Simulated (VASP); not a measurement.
AlNi (NiAs type), 4 atoms in the cell. It takes space group P6_3/mmc (No. 194, hexagonal). The conventional cell has a = 2.371 Å, b = 2.371 Å, c = 6.903 Å, α = 90.00°, β = 90.00°, γ = 120.00°. Ni (site symmetry -3m) has 6 Al at 2.20 Å and 6 Ni at 2.37 Å within 2.9 Å. Al (site symmetry -6m2) has 6 Ni at 2.20 Å and 6 Al at 2.37 Å within 2.9 Å. 

```yaml
Program: VASP 6.6.1
Task: single point
Functional: PBE
Potentials_or_basis: VASP PAW PBE potentials, release 64 (Ni_sv_GW, Al)
Cutoff: 590 eV
k_mesh: 12 × 12 × 7
Occupations: fermi-dirac, width 0.05 eV
Spin: no spin polarisation
Dipole_correction: no
Second_run: valence_matched
Further_INCAR_settings: ALGO = Normal; EDIFF = 1e-06; NBANDS = 29
```

Potentials or basis: VASP PAW PBE potentials, release 64 (Ni_sv_GW, Al).

Command:

```bash
$ cat potpaw_PBE.64/Ni_sv_GW/POTCAR potpaw_PBE.64/Al/POTCAR > POTCAR
$ mpirun -np 1 vasp_std > vasp.out
```

Hardware: 1 thread of Intel(R) Xeon(R) 6975P-C (Granite Rapids), with other jobs on the host.

Q: How long does it take, and how much memory?

A: Run time: 2.2 min on 1 thread of Intel(R) Xeon(R) 6975P-C (Granite Rapids) (shared host), peak memory 0.23 GiB. Counts: scf iterations 15, k points 76.
